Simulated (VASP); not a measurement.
A run of VASP 6.6.1 is set up as follows.

File INCAR:

```
SYSTEM = HCl
PREC     = Accurate       ! precision mode
ENCUT    = 500            ! plane-wave cutoff, eV
EDIFF    = 1E-6           ! SCF threshold, eV
ISMEAR   = 0              ! smearing method
SIGMA    = 0.05           ! smearing width, eV
LREAL    = .False.        ! projectors in reciprocal space
LASPH    = .True.         ! aspherical terms in the spheres
NELM     = 120            ! most SCF steps
ALGO     = Normal         ! electronic algorithm
ISIF     = 2              ! what is computed and relaxed
LWAVE    = .False.        ! write WAVECAR
LCHARG   = .False.        ! write CHGCAR
GGA      = PS             ! functional
NBANDS   = 11             ! bands
GGA_COMPAT= .False.
```

The input KPOINTS:

```
Automatic mesh
0
Gamma
  10 10 10
  0 0 0
```

The input POSCAR:

```
HCl
1.0
    0.0000000000      2.2185042475      2.2185042475
    2.2185042475      0.0000000000      2.2185042475
    2.2185042475      2.2185042475      0.0000000000
H Cl
1 1
Direct
    0.0000000000      0.0000000000      0.0000000000
    0.5000000000      0.5000000000      0.5000000000
```

Potentials or basis: VASP PAW PBE potentials, release 64 (H, Cl).

Command:

```console
$ cat potpaw_PBE.64/H/POTCAR potpaw_PBE.64/Cl/POTCAR > POTCAR
$ mpirun -np 1 vasp_std > vasp.out
```

Problem. Predict the band gap on the k mesh.

Solution. Zero (bands 4 and 5 overlap by 1.43 eV).

Problem. Predict the pressure.

Solution. -0.2 GPa.

Caveat: the PAW data sets were made with another functional, which shifts forces and pressure a little.
